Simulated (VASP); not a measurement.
# ZnCu2 (Cu (111), 3 layers): single point with LDA

ZnCu2 (Cu (111), 3 layers), a slab with vacuum:

```
Cu Zn
1.0
     2.48737    0.00000    0.00000
    -1.24369    2.15413    0.00000
     0.00000    0.00000   20.06190
Cu Zn
2 1
Cartesian
  0.0000 0.7180 8.0298
  1.2437 1.4361 12.0321
  0.0000 2.1541 10.0310
```

* Program: VASP 6.6.1
* Task: single point
* Functional: LDA
* Potentials or basis: VASP PAW LDA potentials, release 64 (Cu, Zn)
* Cutoff: 520 eV
* k mesh: 17 × 17 × 1
* Occupations: fermi-dirac, width 0.05 eV
* Spin: no spin polarisation

The largest force is 0.469 eV/Å. The band gap on the k mesh is zero (band 17 reaches 1.39 eV, above the bottom of band 18 at -3.42 eV).

Forces in eV/Å, atoms in the order of the input:
```
Cu   0.000  0.000 -0.469
Cu   0.000  0.000  0.469
Zn   0.000  0.000  0.000
```

Levels at points of the mesh, in eV from the Fermi level:
```csv
k point,band 13,band 14,band 15,band 16,band 17,band 18,band 19,band 20,band 21,band 22
"(0.00, 0.00, 0.00)",-3.06,-2.20,-2.20,-2.17,-2.17,-2.08,-0.69,4.32,5.09,5.54
```

Wall time 58 s on 1 thread of Intel(R) Xeon(R) 6975P-C (Granite Rapids) (shared host), peak memory 0.22 GiB.
